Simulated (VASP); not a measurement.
Here is a VASP 6.6.1 calculation.

File INCAR:

```
ALGO = Normal
EDIFF = 1E-6
ENCUT = 520
GGA = PE
ISIF = 2
ISMEAR = -1
LASPH = T
LCHARG = F
LREAL = F
LWAVE = F
NBANDS = 15
NELM = 60
PREC = Accurate
SIGMA = 0.02
```

The input KPOINTS:

```
k-points
0
Gamma
  6 6 6
```

POSCAR

```
BaS
1.0
   -0.0358980001      3.5194117709      3.5194117709
    3.5194117709     -0.0358980001      3.5194117709
    3.4835137708      3.4835137708      0.0000000000
Ba S
1 1
Direct
   -0.0020719737     -0.0020719737      0.0020719737
    0.2520719737      0.2520719737      0.2479280263
```

Potentials or basis: VASP PAW PBE potentials, release 64 (Ba_sv, S).

Run with:

```sh
$ cat potpaw_PBE.64/Ba_sv/POTCAR potpaw_PBE.64/S/POTCAR > POTCAR
$ mpirun -np 1 vasp_std > vasp.out
```

**Question.** Estimate the band gap on the k mesh.

**Answer.** 2.76 eV (least direct gap 3.41 eV).

**Question.** Predict the pressure.

**Answer.** 0.4 GPa.

Stress tensor (GPa, compression positive):
```
0.37 0.15 0.00
0.15 0.37 0.00
0.00 0.00 0.36
```

Caveat: the cell differs from its parent crystal (shear xy strain -2.0%); spin-orbit coupling is left out, which moves the levels of the heavy elements. A k mesh can miss the band edges.
